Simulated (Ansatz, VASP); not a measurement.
BC5: VASP beside Ansatz

```
B C
1.0
     2.55155    0.00000    0.00000
    -1.27578    2.20971    0.00000
     0.00000    0.00000    6.39966
B C
1 5
Direct
  0.33333 0.66667 0.00759
  0.33333 0.66667 0.25951
  0.66667 0.33333 0.33903
  0.00000 0.00000 0.66456
  0.66667 0.33333 0.58136
  0.00000 0.00000 0.89894
```

Alike in both runs: task single point; functional PBE; k mesh 8 × 8 × 3; no spin polarisation.

|  | VASP | Ansatz |
| --- | --- | --- |
| version | VASP 6.6.1 | Ansatz 0.2.0 |
| potentials or method | VASP PAW PBE potentials, release 64 (B, C), cutoff 520 eV | plane waves, PAW |
| occupations | fermi-dirac, width 0.1 eV | fermi-dirac |
| valence electrons in the cell | 23 | 23 |

VASP gave:

| Quantity | Value |
| --- | --- |
| pressure (GPa) | 0.0 |
| traceless stress, the component that is largest in VASP (GPa) | 1.09 |

**Question.** What did Ansatz give for the same quantities?

**Answer.** Pressure (GPa): -0.4; traceless stress, the component that is largest in VASP (GPa): 1.01.

Ansatz's warnings: structure snapped to symmetry.
